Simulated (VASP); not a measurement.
# Li3MgCl3 (Cmm2) in VASP: a series of runs

The runs below take Li3MgCl3 through single point, relaxation of cell and atoms, with PBE.

All numbers are computed with VASP 6.6.1; they aren't measurements. Logs are shortened: lines on timing, memory, paths and dates and some standing lists are left out, and cuts for length are marked.

**1. The cell of the first run**

The structure is orthorhombic, space group Cmm2 (No. 35). The conventional cell has a = 4.537 Å, b = 6.965 Å, c = 5.767 Å, α = 90.00°, β = 90.00°, γ = 90.00°. Within 2.9 Å of Li (site symmetry mm2) lie 4 Li at 2.19 Å and 1 Cl at 2.21 Å and 2 Mg at 2.52 Å. Li (site symmetry 2) has 4 Li at 2.19 to 2.27 Å and 1 Cl at 2.21 Å and 2 Mg at 2.74 Å within 2.9 Å. Mg (site symmetry mm2) has 6 Li at 2.52 to 2.74 Å and 6 Cl at 2.52 to 2.74 Å within 3.3 Å. Cl (site symmetry mm2) has 4 Cl at 2.19 Å and 1 Li at 2.21 Å and 2 Mg at 2.52 Å within 2.9 Å. Cl (site symmetry 2) has 4 Cl at 2.19 to 2.27 Å and 1 Li at 2.21 Å and 2 Mg at 2.74 Å within 2.9 Å.

**2. Single point, PBE**

The input, INCAR:

```
PREC = Accurate
ENCUT = 520
EDIFF = 1E-6
ISMEAR = 0
SIGMA = 0.1
LREAL = F
LASPH = T
NELM = 60
ALGO = Normal
ISIF = 2
LWAVE = F
LCHARG = F
GGA = PE
NBANDS = 25
```

The input, KPOINTS:

```
regular mesh
0
Gamma
  4 4 4
```

The input, POSCAR:

```
Li3MgCl3
1.0
    2.2685049900     -3.4823286700      0.0000000000
    2.2685049900      3.4823286700      0.0000000000
    0.0000000000      0.0000000000      5.7665927500
Li Mg Cl
3 1 3
Direct
    0.5000000000      0.5000000000      0.1913392900
    0.5000000000      0.0000000000      0.3086608600
    0.0000000000      0.5000000000      0.3086608600
    0.0000000000      0.0000000000      0.0000000000
    0.5000000000      0.5000000000      0.8086607100
    0.0000000000      0.5000000000      0.6913391400
    0.5000000000      0.0000000000      0.6913391400
```

Potentials or basis: VASP PAW PBE potentials, release 64 (Li_sv, Mg, Cl).

On the command line:

```bash
> cat potpaw_PBE.64/Li_sv/POTCAR potpaw_PBE.64/Mg/POTCAR potpaw_PBE.64/Cl/POTCAR > POTCAR
> mpirun -np 1 vasp_std > vasp.out
```

OUTCAR:

```text
PREC = Accurate
   ENCUT = 520
   EDIFF = 1E-6
   ISMEAR = 0
   LREAL = F
   LASPH = T
   NELM = 60
   ISIF = 2
   GGA = PE

 ion  position               nearest neighbor table
   1  0.500  0.500  0.191-   2 2.19   3 2.19   2 2.19   3 2.19   5 2.21   4 2.52   4 2.52
   2  0.500  0.000  0.309-   1 2.19   1 2.19   7 2.21   3 2.27   3 2.27   4 2.74   4 2.74
   3  0.000  0.500  0.309-   1 2.19   1 2.19   6 2.21   2 2.27   2 2.27   4 2.74   4 2.74
   4  0.000  0.000  0.000-   1 2.52   5 2.52   1 2.52   5 2.52   6 2.74   7 2.74   3 2.74   6 2.74
                             2 2.74   7 2.74   3 2.74   2 2.74
   5  0.500  0.500  0.809-   6 2.19   7 2.19   7 2.19   6 2.19   1 2.21   4 2.52   4 2.52
   6  0.000  0.500  0.691-   5 2.19   5 2.19   3 2.21   7 2.27   7 2.27   4 2.74   4 2.74
   7  0.500  0.000  0.691-   5 2.19   5 2.19   2 2.21   6 2.27   6 2.27   4 2.74   4 2.74

  LATTYP: Found a base centered orthorhombic cell.
 ALAT       =     4.5370099800
 B/A-ratio  =     1.5350764867
 C/A-ratio  =     1.2710116961

  Lattice vectors:

 A1 = (   2.2685049900,  -3.4823286700,   0.0000000000)
 A2 = (   2.2685049900,   3.4823286700,   0.0000000000)
 A3 = (   0.0000000000,   0.0000000000,   5.7665927500)

Analysis of symmetry for initial positions (statically):
=====================================================================
 Subroutine PRICEL returns:
 Original cell was already a primitive cell.

 Routine SETGRP: Setting up the symmetry group for a
 base centered orthorhombic supercell.

 Subroutine GETGRP returns: Found  4 space group operations
 (whereof  4 operations were pure point group operations)
 out of a pool of  8 trial point group operations.

The static configuration has the point symmetry C_2v.

Analysis of symmetry for dynamics (positions and initial velocities):
=====================================================================
 Subroutine PRICEL returns:
 Original cell was already a primitive cell.

 Routine SETGRP: Setting up the symmetry group for a
 base centered orthorhombic supercell.

 Subroutine GETGRP returns: Found  4 space group operations
 (whereof  4 operations were pure point group operations)
 out of a pool of  8 trial point group operations.

The dynamic configuration has the point symmetry C_2v.

 Subroutine INISYM returns: Found  4 space group operations
 (whereof  4 operations are pure point group operations),
 and found     1 'primitive' translations

[... 106 lines left out ...]
   ISIF   =      2    stress and relaxation
   ISYM   =      2    0-nonsym 1-usesym 2-fastsym
   POTIM  = 0.5000    time-step for ionic-motion
   TEBEG  =    0.0;   TEEND  =   0.0 temperature during run
   PSTRESS=    0.0 pullay stress
   NELECT =      32.0000    total number of electrons
   NUPDOWN=      -1.0000    fix difference up-down
   EMIN   =  10.00;   EMAX   =-10.00  energy-range for DOS
   EFERMI =   0.00;   METHOD = LEGACY
   ISMEAR =     0;   SIGMA  =   0.10  broadening in eV -4-tet -1-fermi 0-gaus
   EFERMI_NEDOS =   21; number of points for ismear=-14 and -15
   IALGO  =     38    algorithm
   IMIX   =      4    mixing-type and parameters
     AMIX     =   0.40;   BMIX     =  1.00
     AMIX_MAG =   1.60;   BMIX_MAG =  1.00
  volume/ion in A,a.u.               =      13.02        87.83
  Fermi-wavevector in a.u.,A,eV,Ry     =   1.155062  2.182750 18.152455  1.334168
  Thomas-Fermi vector in A             =   2.291693
   LORBIT       =      0    0 simple, 1 ext, 2 COOP (PROOUT), +10 PAW based schemes
   GGA     = PE    functional components
   LHFCALC =     F    Hartree Fock is set to
   AEXX    =    0.0000 exact exchange contribution
   IVDW    =     0    specifies the selected vdW correction
   LEPSILON=     F    determine dielectric tensor
   LRPA    =     F    only Hartree local field effects (RPA)
 non-spin polarized calculation
 Gauss-broadening in eV      SIGMA  =   0.10
  energy-cutoff  :      520.00
  volume of cell :       91.11
 maximum number of plane-waves:      2476
 NGX is ok and might be reduce to    32
   NGX = 15   NGY = 15   NGZ = 21

 number of electron      32.0000005 magnetization

 Free energy of the ion-electron system (eV)
  ---------------------------------------------------
  ext. energy  EPLUGINS =         0.00000000
  ---------------------------------------------------
  free energy    TOTEN  =        -3.97693172 eV

  energy without entropy =       -3.96634209  energy(sigma->0) =       -3.97163690

 E-fermi :   6.7108     XC(G=0):  -9.9782

 val. band max:        6.6324845799   @ k =   0.5000   0.2500   0.2500
 cond. band min:       6.7464218465   @ k =  -0.2500   0.2500   0.0000
 fundamental gap:      0.1139372667
 Fermi energy:         6.7108392837

 k-point     1 :       0.0000    0.0000    0.0000
  band No.  band energies     occupation
      1     -40.2863      2.00000
      2     -40.0235      2.00000
      3     -39.9735      2.00000
      4     -15.2965      2.00000
      5      -8.9204      2.00000
      6      -8.8680      2.00000
[... 577 lines left out ...]
     24      13.5638      0.00000
     25      14.9808      0.00000

------------------------ aborting loop because EDIFF is reached ----------------------------------------

  FORCE on cell =-STRESS in cart. coord.  units (eV):
  Direction    XX          YY          ZZ          XY          YZ          ZX
  --------------------------------------------------------------------------------------
  -------------------------------------------------------------------------------------
  Total       42.0187227     34.7141536     11.1219252      0.0000000      0.0000000      0.0000000
  in kB      738.9152914    610.4616530    195.5833030      0.0000000      0.0000000      0.0000000
  external PRESSURE =     514.9867491 kB  Pullay stress =       0.0000000 kB

 VOLUME and BASIS-vectors are now :
 -----------------------------------------------------------------------------
  energy-cutoff  :      520.00
  volume of cell :       91.11
      direct lattice vectors                 reciprocal lattice vectors
     2.268504990 -3.482328670  0.000000000     0.220409478 -0.143582082  0.000000000
     2.268504990  3.482328670  0.000000000     0.220409478  0.143582082  0.000000000
     0.000000000  0.000000000  5.766592750     0.000000000  0.000000000  0.173412627

 POSITION                                       TOTAL-FORCE (eV/Angst)
 -----------------------------------------------------------------------------------
      2.26850      0.00000      1.10338        -0.000000      0.000000     -1.053124
      1.13425     -1.74116      1.77992         0.000000      0.000000      1.174707
      1.13425      1.74116      1.77992        -0.000000      0.000000      1.174707
      0.00000      0.00000      0.00000        -0.000000      0.000000     -0.538042
      2.26850      0.00000      4.66322        -0.000000      0.000000      7.470664
      1.13425      1.74116      3.98667        -0.000000      0.000000     -4.114456
      1.13425     -1.74116      3.98667        -0.000000      0.000000     -4.114456
 -----------------------------------------------------------------------------------
    total drift:                               -0.000001      0.000000      0.000024

  FREE ENERGIE OF THE ION-ELECTRON SYSTEM (eV)
  ---------------------------------------------------
  free  energy   TOTEN  =        -3.9769317200 eV

  energy  without entropy=       -3.9663420890  energy(sigma->0) =       -3.97163690
```

OSZICAR:

```text
N       E                     dE             d eps       ncg     rms          rms(c)
DAV:   1     0.229347657717E+03    0.22935E+03   -0.14273E+04  1050   0.131E+03
DAV:   2     0.220880159664E+02   -0.20726E+03   -0.19041E+03  1308   0.290E+02
DAV:   3    -0.421719307745E+01   -0.26305E+02   -0.25461E+02  1904   0.804E+01
DAV:   4    -0.610631093280E+01   -0.18891E+01   -0.18706E+01  1419   0.223E+01
DAV:   5    -0.620359137330E+01   -0.97280E-01   -0.97249E-01  1636   0.451E+00    0.358E+01
DAV:   6    -0.481459477109E+01    0.13890E+01   -0.71030E+00  1387   0.110E+01    0.261E+01
DAV:   7    -0.410973743417E+01    0.70486E+00   -0.13975E+00  1272   0.627E+00    0.147E+01
DAV:   8    -0.398654959269E+01    0.12319E+00   -0.58947E-01  1263   0.359E+00    0.170E+00
DAV:   9    -0.397853328312E+01    0.80163E-02   -0.43991E-02  1300   0.119E+00    0.910E-01
DAV:  10    -0.397725438471E+01    0.12789E-02   -0.58337E-03  1408   0.407E-01    0.297E-01
DAV:  11    -0.397691307997E+01    0.34130E-03   -0.20186E-03  1254   0.234E-01    0.684E-02
DAV:  12    -0.397691430706E+01   -0.12271E-05   -0.17727E-04  1459   0.807E-02    0.383E-02
DAV:  13    -0.397692770001E+01   -0.13393E-04   -0.40708E-05  1317   0.346E-02    0.232E-02
DAV:  14    -0.397693136038E+01   -0.36604E-05   -0.60550E-06  1289   0.146E-02    0.101E-02
DAV:  15    -0.397693172003E+01   -0.35965E-06   -0.14125E-06   975   0.766E-03
   1 F= -.39769317E+01 E0= -.39716369E+01  d E =-.105896E-01
```

It took 42 s on 1 thread of Intel Xeon Platinum 8488C (Sapphire Rapids), shared host; peak memory 0.22 GiB.

What came out:

```
Free energy            : -3.9769 eV
Largest force          : 7.471 eV/Å
Band gap on the k mesh : zero (band 16 reaches 7.54 eV, above the bottom of band 17 at 6.30 eV)
```

Forces in eV/Å, atoms in the order of the input:
```
Li   0.000  0.000 -1.053
Li   0.000  0.000  1.175
Li   0.000  0.000  1.175
Mg   0.000  0.000 -0.538
Cl   0.000  0.000  7.471
Cl   0.000  0.000 -4.114
Cl   0.000  0.000 -4.114
```

Caveat: the k points lie up to 0.41 Å⁻¹ apart; the cutoff is under 1.25 times the usual one of these potentials, so pressure, stress and relaxed cells hold a basis-set (Pulay) error; forces of over 1 eV/Å act on the atoms, so gaps and moduli don't describe the material at rest.

**3. Relaxation of cell and atoms, PBE**

The input, INCAR:

```
  PREC = Accurate
  ENCUT = 600
  EDIFF = 1E-6
  ISMEAR = 0
  SIGMA = 0.1
  LREAL = F
  LASPH = T
  NELM = 60
  ALGO = Normal
  ISIF = 3
  LWAVE = F
  LCHARG = F
  GGA = PE
  IBRION = 2
  NSW = 90
  EDIFFG = -0.04
```

KPOINTS is that of step 2.

POSCAR is that of step 2.

Potentials or basis: VASP PAW PBE potentials, release 64 (Li_sv, Mg, Cl).

On the command line:

```bash
> cat potpaw_PBE.64/Li_sv/POTCAR potpaw_PBE.64/Mg/POTCAR potpaw_PBE.64/Cl/POTCAR > POTCAR
> mpirun -np 1 vasp_std > vasp.out
```

It took 23 min on 1 thread of Intel Xeon Platinum 8488C (Sapphire Rapids), shared host; peak memory 0.27 GiB.

The run converged. Its results:

| Property | Result |
| --- | --- |
| Free energy | -21.4449 eV |
| Relaxed volume | 20.11 Å³/atom |
| Relaxed cell | a = 4.875 Å, b = 4.875 Å, c = 5.936 Å, α = 90.00°, β = 90.00°, γ = 93.94° |
| Space group after relaxing (to 0.05 Å) | Cmm2 (No. 35) |
| Energy gained by relaxing | 2494.9 meV/atom |
| Ionic steps | 67 |
| Pressure after relaxing | 0.0 GPa |
| Largest force after relaxing | 0.036 eV/Å |
| Band gap on the k mesh | 1.34 eV, indirect (least direct gap 1.80 eV) |

Forces on the atoms (eV/Å):
```
Li   0.000  0.000 -0.007
Li   0.000  0.000  0.012
Li   0.000  0.000  0.012
Mg   0.000  0.000  0.016
Cl   0.000  0.000 -0.036
Cl   0.000  0.000  0.001
Cl   0.000  0.000  0.001
```

Step by step:
| step | energy change (eV) | largest force (eV/Å) | pressure (GPa) | volume (Å³) |
| --- | --- | --- | --- | --- |
| 1 | 0.0000 | 7.4686 | 51.52 | 91.11 |
| 3 | -11.7458 | 2.1092 | 2.30 | 166.62 |
| 5 | -11.8173 | 2.9242 | 1.16 | 178.56 |
| 7 | -12.0752 | 1.1167 | -0.90 | 185.47 |
| 9 | -12.4131 | 2.1296 | 0.30 | 180.96 |
| 11 | -12.6160 | 2.2841 | 0.08 | 179.85 |
| 13 | -13.4586 | 2.9953 | -0.49 | 174.06 |
| 15 | -14.8773 | 2.6358 | -1.66 | 162.97 |
| 17 | -16.0136 | 1.2125 | -2.52 | 151.07 |
| 19 | -16.2029 | 0.9164 | -3.73 | 154.35 |
| 21 | -16.7948 | 0.6730 | -0.97 | 138.41 |
| 23 | -16.8833 | 0.5534 | 0.72 | 131.32 |
| 25 | -16.9107 | 0.4020 | 0.72 | 131.41 |
| 27 | -16.9414 | 0.1887 | -0.03 | 134.88 |
| 29 | -16.9568 | 0.2369 | -0.19 | 135.21 |
| 31 | -16.9612 | 0.2699 | -0.31 | 135.47 |
| 33 | -16.9727 | 0.3090 | -0.23 | 135.07 |
| 35 | -17.0284 | 0.4155 | 0.11 | 133.27 |
| 37 | -16.9218 | 0.7015 | 2.02 | 126.18 |
| 39 | -17.0932 | 0.4169 | 0.79 | 130.29 |
| 41 | -17.1426 | 0.4350 | 0.90 | 129.69 |
| 43 | -17.1483 | 0.4468 | 0.95 | 129.46 |
| 45 | -17.2343 | 0.3605 | 0.46 | 131.33 |
| 47 | -17.3082 | 0.2437 | -0.56 | 139.09 |
| 49 | -17.3494 | 0.1865 | -0.28 | 136.24 |
| 51 | -17.3824 | 0.2201 | 1.46 | 130.97 |
| 53 | -17.4255 | 0.1365 | 0.20 | 135.61 |
| 55 | -17.4494 | 0.0692 | -0.14 | 139.50 |
| 57 | -17.4523 | 0.0770 | 0.02 | 139.39 |
| 59 | -17.4562 | 0.0722 | 0.03 | 139.61 |
| 61 | -17.4587 | 0.0661 | -0.14 | 140.59 |
| 63 | -17.4621 | 0.0937 | 0.06 | 140.51 |
| 65 | -17.4638 | 0.0603 | 0.02 | 140.55 |
| 67 | -17.4646 | 0.0358 | 0.01 | 140.77 |

Final structure:
```xyz
7
Lattice="3.3269 -3.5640 0.0000 3.3269 3.5640 0.0000 0.0000 0.0000 5.9359" Properties=species:S:1:pos:R:3 pbc="T T T"
Li    3.3269    0.0000    4.4000
Li    1.6635   -1.7820    0.6955
Li    1.6635    1.7820    0.6955
Mg    0.0000    0.0000    2.7369
Cl    3.3269    0.0000    0.9575
Cl    1.6635    1.7820    4.1612
Cl    1.6635   -1.7820    4.1612
```

Levels at points of the mesh, in eV from the valence-band top:
```csv
k point,band 14,band 15,band 16,band 17,band 18,band 19
"(0.00, 0.00, 0.00)",-4.28,-3.83,-1.35,2.45,3.62,3.73
"(0.50, 0.00, 0.00)",-4.88,-4.34,0.00,1.80,3.17,3.31
"(0.50, 0.50, 0.00)",-4.04,-3.57,-0.52,2.25,2.72,3.06
"(0.00, 0.00, 0.50)",-4.46,-3.83,-0.50,1.34,3.02,3.59
"(0.50, 0.00, 0.50)",-4.50,-4.42,-0.13,2.16,2.59,2.65
"(0.50, 0.50, 0.50)",-4.03,-3.56,-1.20,2.22,2.38,2.77
```

Caveat: the cutoff is under 1.25 times the usual one of these potentials, so pressure, stress and relaxed cells hold a basis-set (Pulay) error; the volume moved by over 15 % at a fixed basis, so the end points are rough.
